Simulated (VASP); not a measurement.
# Li4TaO (Cmmm) in VASP: notebook

The runs below take Li4TaO through single point, with PBE.

Everything below comes from runs of VASP 6.6.1. Logs are shortened: lines on timing, memory, paths and dates and some standing lists are left out, and cuts for length are marked.

## 1. The cell of the first run

Symmetry: Cmmm, No. 65, orthorhombic system. Conventional cell: a = 4.815 Å, b = 8.152 Å, c = 3.791 Å, α = 90.00°, β = 90.00°, γ = 90.00°. Within 3.1 Å of Li (site symmetry m2m) lie 2 Ta at 2.32 Å and 7 Li at 2.35 to 2.79 Å and 3 O at 2.75 Å. Within 3.1 Å of Li (site symmetry 2/m) lie 6 Li at 2.35 to 2.41 Å and 2 Ta at 2.37 Å and 4 O at 3.03 Å. Ta (site symmetry mmm) has 8 Li at 2.32 to 2.37 Å and 4 O at 3.06 Å within 3.1 Å. O (site symmetry mmm) has 14 Li at 2.75 to 3.03 Å and 4 Ta at 3.06 Å within 3.6 Å.

The cell was built from a structure type or drawn by symmetry, and may not be a known phase.

## 2. Single point, PBE, collinear spin

INCAR reads:

```
PREC = Accurate ; ENCUT = 520
EDIFF = 1E-6 ; ISMEAR = 0
SIGMA = 0.1 ; LREAL = False
LASPH = True ; NELM = 150
ALGO = Normal ; ISIF = 2
LWAVE = False ; LCHARG = True
ISPIN = 2 ; MAGMOM = 0 0 0 0 1 0
LORBIT = 11 ; LMAXMIX = 4
GGA = PE ; LELF = True
LVHAR = True ; NBANDS = 28
```

KPOINTS reads:

```
regular mesh
0
Gamma
  4 4 4
```

POSCAR reads:

```
Li4TaO
1.0
    2.4075844800     -4.0762194400      0.0000000000
    2.4075844800      4.0762194400      0.0000000000
    0.0000000000      0.0000000000      3.7912609700
Li Ta O
4 1 1
Direct
    0.3369979900      0.6630020100      0.0000000000
    0.6630020100      0.3369979900      0.0000000000
    0.5000000000      0.0000000000      0.5000000000
    0.0000000000      0.5000000000      0.5000000000
    0.5000000000      0.5000000000      0.5000000000
    0.0000000000      0.0000000000      0.0000000000
```

Potentials or basis: VASP PAW PBE potentials, release 64 (Li_sv, Ta_pv, O).

Launch:

```sh
$ cat potpaw_PBE.64/Li_sv/POTCAR potpaw_PBE.64/Ta_pv/POTCAR potpaw_PBE.64/O/POTCAR > POTCAR
$ mpirun -np 1 vasp_std > vasp.out
```

OUTCAR:

```text
PREC = Accurate
   ENCUT = 520
   EDIFF = 1E-6
   ISMEAR = 0
   LREAL = False
   LASPH = True
   NELM = 150
   ISIF = 2
   ISPIN = 2
   LORBIT = 11
   GGA = PE

 ion  position               nearest neighbor table
   1  0.337  0.663  0.000-   5 2.32   5 2.32   3 2.35   3 2.35   4 2.35   4 2.35
   2  0.663  0.337  0.000-   5 2.32   5 2.32   3 2.35   3 2.35   4 2.35   4 2.35
   3  0.500  0.000  0.500-   1 2.35   2 2.35   1 2.35   2 2.35   5 2.37   5 2.37   4 2.41   4 2.41

   4  0.000  0.500  0.500-   1 2.35   2 2.35   1 2.35   2 2.35   5 2.37   5 2.37   3 2.41   3 2.41

   5  0.500  0.500  0.500-   1 2.32   2 2.32   1 2.32   2 2.32   3 2.37   4 2.37   3 2.37   4 2.37

   6  0.000  0.000  0.000-

  LATTYP: Found a base centered orthorhombic cell.
 ALAT       =     4.8151689600
 B/A-ratio  =     1.6930743132
 C/A-ratio  =     0.7873578272

  Lattice vectors:

 A1 = (   2.4075844800,  -4.0762194400,   0.0000000000)
 A2 = (   2.4075844800,   4.0762194400,   0.0000000000)
 A3 = (   0.0000000000,   0.0000000000,   3.7912609700)

Analysis of symmetry for initial positions (statically):
=====================================================================
 Subroutine PRICEL returns:
 Original cell was already a primitive cell.

 Routine SETGRP: Setting up the symmetry group for a
 base centered orthorhombic supercell.

 Subroutine GETGRP returns: Found  8 space group operations
 (whereof  8 operations were pure point group operations)
 out of a pool of  8 trial point group operations.

The static configuration has the point symmetry D_2h.

Analysis of symmetry for dynamics (positions and initial velocities):
=====================================================================
 Subroutine PRICEL returns:
 Original cell was already a primitive cell.

 Routine SETGRP: Setting up the symmetry group for a
 base centered orthorhombic supercell.

 Subroutine GETGRP returns: Found  8 space group operations
 (whereof  8 operations were pure point group operations)
 out of a pool of  8 trial point group operations.

The dynamic configuration has the point symmetry D_2h.

Analysis of structural, dynamic, and magnetic symmetry:
=====================================================================
 Subroutine PRICEL returns:
 Original cell was already a primitive cell.

 Routine SETGRP: Setting up the symmetry group for a
 base centered orthorhombic supercell.

 Subroutine GETGRP returns: Found  8 space group operations
 (whereof  8 operations were pure point group operations)
 out of a pool of  8 trial point group operations.

The overall configuration has the point symmetry D_2h.

 Subroutine INISYM returns: Found  8 space group operations
 (whereof  8 operations are pure point group operations),
 and found     1 'primitive' translations

----------------------------------------------------------------------------------------

                                     Primitive cell

  volume of cell :      74.4137

  direct lattice vectors                    reciprocal lattice vectors
     2.407584480 -4.076219440  0.000000000     0.207677032 -0.122662680  0.000000000
     2.407584480  4.076219440  0.000000000     0.207677032  0.122662680  0.000000000
     0.000000000  0.000000000  3.791260970     0.000000000  0.000000000  0.263764486

  length of vectors
     4.734134340  4.734134340  3.791260970     0.241196772  0.241196772  0.263764486

  position of ions in fractional coordinates (direct lattice)
     0.336997990  0.663002010  0.000000000
     0.663002010  0.336997990  0.000000000
     0.500000000  0.000000000  0.500000000
     0.000000000  0.500000000  0.500000000
     0.500000000  0.500000000  0.500000000
     0.000000000  0.000000000  0.000000000

  ion indices of the primitive-cell ions
   primitive index   ion index
                 1           1
                 2           2
                 3           3
                 4           4
                 5           5
                 6           6

[... 28 lines left out ...]
  0.000000  0.000000  0.000000      1.000000
  0.250000  0.000000  0.000000      4.000000
  0.500000  0.000000  0.000000      2.000000
  0.250000  0.250000  0.000000      2.000000
  0.500000  0.250000  0.000000      4.000000
 -0.250000  0.250000  0.000000      2.000000
[... 13 lines left out ...]
 -0.250000  0.250000  0.500000      2.000000
  0.500000  0.500000  0.500000      1.000000
   k-points           NKPTS =     21   k-points in BZ     NKDIM =     21   number of bands    NBANDS=     28
   number of dos      NEDOS =    301   number of ions     NIONS =      6
   total plane-waves  NPLWV =  36288
   dimension x,y,z NGX =    36 NGY =   36 NGZ =   28
   dimension x,y,z NGXF=    72 NGYF=   72 NGZF=   56
   ions per type =               4   1   1
   NGX,Y,Z   is equivalent  to a cutoff of  12.64, 12.64, 12.28 a.u.
   NGXF,Y,Z  is equivalent  to a cutoff of  25.28, 25.28, 24.56 a.u.
 SYSTEM =  unknown system
   PREC   = accura    normal or accurate (medium, high low for compatibility)
   ISTART =      0    job   : 0-new  1-cont  2-samecut
   ICHARG =      2    charge: 1-file 2-atom 10-const
   ISPIN  =      2    spin polarized calculation?
   LNONCOLLINEAR =      F non collinear calculations
   LSORBIT =      F    spin-orbit coupling
   LASPH  =      T    aspherical Exc in radial PAW
   ENCUT  =  520.0 eV  38.22 Ry    6.18 a.u.   8.80  8.80  7.05*2*pi/ulx,y,z
   NELM   =    150;   NELMIN=  2; NELMDL= -5     # of ELM steps
   EDIFF  = 0.1E-05   stopping-criterion for ELM
   LREAL  =      F    real-space projection
   EDIFFG = 0.1E-04   stopping-criterion for IOM
   NSW    =      0    number of steps for IOM
   IBRION =     -1    ionic relax: 0-MD 1-quasi-New 2-CG
   NFREE  =      0    steps in history (QN), initial steepest desc. (CG)
   ISIF   =      2    stress and relaxation
   ISYM   =      2    0-nonsym 1-usesym 2-fastsym
   POTIM  = 0.5000    time-step for ionic-motion
   TEBEG  =    0.0;   TEEND  =   0.0 temperature during run
   PSTRESS=    0.0 pullay stress
   NELECT =      29.0000    total number of electrons
   NUPDOWN=      -1.0000    fix difference up-down
   EMIN   =  10.00;   EMAX   =-10.00  energy-range for DOS
   EFERMI =   0.00;   METHOD = LEGACY
   ISMEAR =     0;   SIGMA  =   0.10  broadening in eV -4-tet -1-fermi 0-gaus
   EFERMI_NEDOS =   21; number of points for ismear=-14 and -15
   IALGO  =     38    algorithm
   IMIX   =      4    mixing-type and parameters
     AMIX     =   0.40;   BMIX     =  1.00
     AMIX_MAG =   1.60;   BMIX_MAG =  1.00
  volume/ion in A,a.u.               =      12.40        83.69
  Fermi-wavevector in a.u.,A,eV,Ry     =   1.195795  2.259724 19.455306  1.429925
  Thomas-Fermi vector in A             =   2.331751
   LORBIT       =     11    0 simple, 1 ext, 2 COOP (PROOUT), +10 PAW based schemes
   GGA     = PE    functional components
   LHFCALC =     F    Hartree Fock is set to
   AEXX    =    0.0000 exact exchange contribution
   IVDW    =     0    specifies the selected vdW correction
   LEPSILON=     F    determine dielectric tensor
   LRPA    =     F    only Hartree local field effects (RPA)
 spin polarized calculation
 Gauss-broadening in eV      SIGMA  =   0.10
  energy-cutoff  :      520.00
  volume of cell :       74.41
 maximum number of plane-waves:      2020
   NGX = 17   NGY = 17   NGZ = 15

 number of electron      29.0000014 magnetization       1.7976217

 Free energy of the ion-electron system (eV)
  ---------------------------------------------------
  ext. energy  EPLUGINS =         0.00000000
  ---------------------------------------------------
  free energy    TOTEN  =       -17.07579898 eV

  energy without entropy =      -17.05862414  energy(sigma->0) =      -17.06721156

 E-fermi :   3.2144     XC(G=0):  -9.6494

 val. band max:        3.2134715422   @ k =  -0.2500   0.2500   0.2500
 cond. band min:       3.2469629660   @ k =   0.2500   0.0000   0.0000
 fundamental gap:      0.0334914238
 Fermi energy:         3.2143870811

 spin component 1

 k-point     1 :       0.0000    0.0000    0.0000
  band No.  band energies     occupation
      1     -43.2332      1.00000
      2     -43.1392      1.00000
      3     -42.7524      1.00000
      4     -42.7420      1.00000
      5     -31.5977      1.00000
      6     -31.1109      1.00000
[... 598 lines left out ...]
     25      12.1891      0.00000
     26      14.2374      0.00000
 Fermi energy:         3.2143870811

 spin component 2

 k-point     1 :       0.0000    0.0000    0.0000
  band No.  band energies     occupation
      1     -43.1714      1.00000
      2     -43.0758      1.00000
      3     -42.7226      1.00000
      4     -42.7133      1.00000
      5     -30.8621      1.00000
      6     -30.5760      1.00000
[... 598 lines left out ...]
     25      12.5281      0.00000
     26      14.6172      0.00000
 [bands above 26 left out]

------------------------ aborting loop because EDIFF is reached ----------------------------------------

  FORCE on cell =-STRESS in cart. coord.  units (eV):
  Direction    XX          YY          ZZ          XY          YZ          ZX
  --------------------------------------------------------------------------------------
  -------------------------------------------------------------------------------------
  Total        0.5443145     11.2350711     11.2920615      0.0000000      0.0000000      0.0000000
  in kB       11.7194637    241.8987599    243.1258021      0.0000000      0.0000000      0.0000000
  external PRESSURE =     165.5813419 kB  Pullay stress =       0.0000000 kB

 VOLUME and BASIS-vectors are now :
 -----------------------------------------------------------------------------
  energy-cutoff  :      520.00
  volume of cell :       74.41
      direct lattice vectors                 reciprocal lattice vectors
     2.407584480 -4.076219440  0.000000000     0.207677032 -0.122662680  0.000000000
     2.407584480  4.076219440  0.000000000     0.207677032  0.122662680  0.000000000
     0.000000000  0.000000000  3.791260970     0.000000000  0.000000000  0.263764486

 POSITION                                       TOTAL-FORCE (eV/Angst)
 -----------------------------------------------------------------------------------
      2.40758      1.32886      0.00000        -0.000000      1.618349      0.000000
      2.40758     -1.32886      0.00000        -0.000000     -1.618349     -0.000000
      1.20379     -2.03811      1.89563        -0.000000     -0.000000     -0.000000
      1.20379      2.03811      1.89563        -0.000000     -0.000000     -0.000000
      2.40758      0.00000      1.89563         0.000000      0.000000     -0.000000
      0.00000      0.00000      0.00000        -0.000000     -0.000000     -0.000000
 -----------------------------------------------------------------------------------
    total drift:                                0.000000      0.000000      0.000000

  FREE ENERGIE OF THE ION-ELECTRON SYSTEM (eV)
  ---------------------------------------------------
  free  energy   TOTEN  =       -17.0757989810 eV

  energy  without entropy=      -17.0586241353  energy(sigma->0) =      -17.06721156

 total charge

# of ion       s       p       d       tot
------------------------------------------
    1        2.066   0.139   0.000   2.205
    2        2.066   0.139   0.000   2.205
    3        2.062   0.132   0.000   2.194
    4        2.062   0.132   0.000   2.194
    5        0.444   5.967   2.674   9.085
    6        1.619   3.096   0.000   4.716
--------------------------------------------------
tot         10.321   9.605   2.674  22.600

 magnetization (x)

# of ion       s       p       d       tot
------------------------------------------
    1        0.004   0.017   0.000   0.021
    2        0.004   0.017   0.000   0.021
    3        0.013   0.021   0.000   0.034
    4        0.013   0.021   0.000   0.034
    5        0.024   0.011   1.061   1.096
    6        0.003   0.058   0.000   0.061
--------------------------------------------------
tot          0.061   0.145   1.061   1.267
```

Run time: 54 s. Hardware: 1 thread of Intel Xeon 6975P-C (Granite Rapids), shared host; peak memory 0.24 GiB.

Results:

```
Free energy                                           : -17.0758 eV
Largest force                                         : 1.618 eV/Å
Net moment                                            : 1.80 μB per cell
Site moments                                          : Li +0.02, +0.03 (each value once); Ta +1.10; O +0.06 μB
Valence electrons inside the program's atomic spheres : Li 2.21, 2.19 (each value once); Ta 9.09; O 4.72
```

Forces in eV/Å, atoms in the order of the input:
```
Li   0.000  1.618  0.000
Li   0.000 -1.618  0.000
Li   0.000  0.000  0.000
Li   0.000  0.000  0.000
Ta   0.000  0.000  0.000
O    0.000  0.000  0.000
```

Caveat: the k points lie up to 0.41 Å⁻¹ apart; the cutoff is under 1.25 times the usual one of these potentials, so pressure, stress and relaxed cells hold a basis-set (Pulay) error; spin-orbit coupling is left out, which moves the levels of the heavy elements; forces of over 1 eV/Å act on the atoms, so gaps and moduli don't describe the material at rest.

[end of part 1 of 3]
